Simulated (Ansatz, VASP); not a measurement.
# KHf2O2: VASP beside Ansatz

```
K Hf O
1.0
     4.24694    0.00000    0.00000
    -2.12347    3.67796    0.00000
     0.00000    0.00000    6.10066
K Hf O
1 2 2
Direct
  0.00000 0.00000 0.50000
  0.33333 0.66667 0.50000
  0.66667 0.33333 0.50000
  0.00000 0.00000 0.79532
  0.00000 0.00000 0.20468
```

Alike in both runs: task relaxation of cell and atoms; functional PBE; k mesh 6 × 6 × 4; occupations gaussian, width 0.1 eV; no spin polarisation.

|  | VASP | Ansatz |
| --- | --- | --- |
| version | VASP 6.6.1 | Ansatz 0.2.0 |
| potentials or method | VASP PAW PBE potentials, release 64 (K_sv, Hf_pv, O), cutoff 600 eV | scalar-relativistic, plane waves, PAW |
| valence electrons in the cell | 41 | 73 |

VASP gave:

| Item | Value |
| --- | --- |
| gap on the k mesh at the Fermi level, each at its own relaxed structure (eV) | none |
| relaxed volume (Å³/atom) | 29.42 |
| relaxed cell length with the largest relative difference (Å) | 5.320 |

What did Ansatz give for the same quantities?

gap on the k mesh at the Fermi level, each at its own relaxed structure (eV): none; relaxed volume (Å³/atom): 30.76; relaxed cell length with the largest relative difference (Å): 5.430.

A gap of «none» marks a metal or a gap that the smearing closes. VASP's potentials hold 41 valence electrons a cell and Ansatz's 73, so a difference there can come from the potentials and not from the codes.

Neither program's run includes spin-orbit coupling. Noted on VASP's run: the volume moved by over 15 % at a fixed basis, so the end points are rough.
